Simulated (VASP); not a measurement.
The system is TiNi.

```
CELL_PARAMETERS angstrom
2.72745 0.00000 0.00000
0.00000 2.72745 0.00000
0.00000 0.00000 8.50346
ATOMIC_POSITIONS crystal
Ti 0.00000 0.50000 0.60969
Ti 0.50000 0.00000 0.39031
Ni 0.00000 0.50000 0.13343
Ni 0.50000 0.00000 0.86657
```

```yaml
Program: VASP 6.6.1
Task: relaxation of cell and atoms
Functional: PBEsol
Potentials_or_basis: VASP PAW PBE potentials, release 64 (Ti_sv, Ni)
Cutoff: 600 eV
k_mesh: 8 × 8 × 4
Occupations: gaussian, width 0.1 eV
Spin: collinear spin, ferromagnetic start
Starting_moments: "[0.0, 0.0, 0.32, 0.32] μB"
```

At the start: pressure -13.1 GPa; volume 15.81 Å³/atom.

Problem. How do energy, volume and symmetry change on relaxing?

Solution. Over 26 steps the energy falls by 603.8 meV/atom and the volume is 13.13 Å³/atom (-17.0 %); space group P4/nmm (No. 129, to 0.1 Å) before and after; moment 0.00 μB per cell.

Step by step:
```
step  energy change (eV)  largest force (eV/Å)  pressure (GPa)  volume (Å³)
   1              0.0000                2.2924          -13.10        63.26
   2             -0.9390                2.0039            5.15        52.12
   3             -0.9462                1.8850            8.65        50.96
   4             -1.4535                0.9965            6.94        50.90
   5             -1.5744                0.8374            7.86        50.82
   6             -1.5842                0.7719            8.62        50.78
   7             -1.6105                0.1309           -9.97        57.00
   8             -1.7012                0.2158           -2.25        53.94
   9             -1.7747                0.2170           -1.29        53.47
  10             -1.9571                0.8386            3.41        51.79
  11             -1.3716                2.7023           26.16        47.06
  12             -2.0291                0.7714            4.87        51.29
  13             -2.0047                1.4908           12.30        49.36
  14             -2.0617                1.0282            7.39        50.56
  15             -2.0839                1.0598            6.84        50.66
  16             -2.1322                1.1459            5.55        50.95
  17             -2.1255                1.3451            4.14        51.38
  18             -2.1498                1.2223            4.67        51.17
  19             -2.1795                1.1360            3.51        51.48
  20             -2.2460                0.8997            0.11        52.42
  21             -2.2902                0.5320           -5.55        54.34
  22             -2.3357                0.4229           -3.97        53.78
  23             -2.3840                0.3594            0.71        52.42
  24             -2.3970                0.2898            0.53        52.45
  25             -2.4152                0.0538            0.15        52.51
  26             -2.4153                0.0404            0.12        52.51
```

Final structure:
```xyz
4
Lattice="3.0586 0.0000 0.0000 0.0000 3.0586 0.0000 0.0000 0.0000 5.6130" Properties=species:S:1:pos:R:3 pbc="T T T"
Ti    0.0000    1.5293    3.7083
Ti    1.5293    0.0000    1.9047
Ni    0.0000    1.5293    0.7109
Ni    1.5293    0.0000    4.9021
```

Caveat: the volume moved by over 15 % at a fixed basis, so the end points are rough; the PAW data sets were made with another functional, which shifts forces and pressure a little; the relaxation stopped at a loose force limit of 0.05 eV/Å, so its end isn't a converged minimum.
